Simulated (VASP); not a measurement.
Write the native input for VASP 6.6.1 that does the following.

```
Task                   : single point
Functional             : PBE
Potentials or basis    : VASP PAW PBE potentials, release 64 (Hf_pv, I, Br)
Cutoff                 : 520 eV
k mesh                 : 3 × 3 × 2
Occupations            : fermi-dirac, width 0.01 eV
Spin                   : no spin polarisation
Dipole correction      : no
Further INCAR settings : LREAL = Auto; ALGO = Normal; EDIFF = 1e-06; NBANDS = 92
```

The structure of Hf4I15Br (a cell with a defect) lies in POSCAR:

```
Hf4I15Br
1.0
    6.0918697050     -6.0742168451      0.0000000000
    6.0918697050      6.0742168451      0.0000000000
   -5.7423520254      0.0000000000     11.7437770460
Hf I Br
4 15 1
Direct
    0.2094400694      0.9397201129      0.6241138771
    0.9395297479      0.2096477587      0.1277427252
    0.7909749450      0.0618173294      0.3702577882
    0.0573681208      0.7861683101      0.8750668126
    0.1712267332      0.9457174455      0.1179004838
    0.0596204506      0.2862644350      0.3707174892
    0.1779031671      0.4227995089      0.1366740060
    0.5759485409      0.8168891664      0.3513741914
    0.2763248922      0.0531841182      0.8662391692
    0.5925094305      0.3064444087      0.3844405964
    0.0535661850      0.8261601159      0.3813630503
    0.8177802652      0.5701416811      0.8618004665
    0.4242971590      0.1817259396      0.6390582410
    0.3078423501      0.5941645418      0.8901234719
    0.6909742792      0.4036779668      0.1122110669
    0.8210161835      0.0465699327      0.8857965192
    0.4066596963      0.6934920533      0.6118845503
    0.9433329943      0.1705056894      0.6135754930
    0.9447027016      0.7169939149      0.6325768992
    0.7389820884      0.9679155706      0.1470831026
```

One way to write it, as run:

INCAR

```
SYSTEM = Hf4I15Br
  PREC = Accurate
  ENCUT = 520
  EDIFF = 1E-6
  ISMEAR = -1
  SIGMA = 0.01
  LREAL = Auto
  LASPH = .True.
  NELM = 100
  ALGO = Normal
  ISIF = 2
  LWAVE = .False.
  LCHARG = .False.
  GGA = PE
  NBANDS = 92
```

KPOINTS

```
Automatic mesh
0
Gamma
  3 3 2
  0 0 0
```

Potentials or basis: VASP PAW PBE potentials, release 64 (Hf_pv, I, Br).

Launch:

```console
$ cat potpaw_PBE.64/Hf_pv/POTCAR potpaw_PBE.64/I/POTCAR potpaw_PBE.64/Br/POTCAR > POTCAR
$ mpirun -np 1 vasp_std > vasp.out
```

Results of the run:

```json
{"Pressure": "0.3 GPa", "Largest force": "0.055 eV/Å", "Band gap on the k mesh": "2.21 eV"}
```

Caveat: spin-orbit coupling is left out, which moves the levels of the heavy elements.

It took 17 min on 1 thread of Intel(R) Xeon(R) Platinum 8488C (Sapphire Rapids) (shared host), peak memory 1.1 GiB.
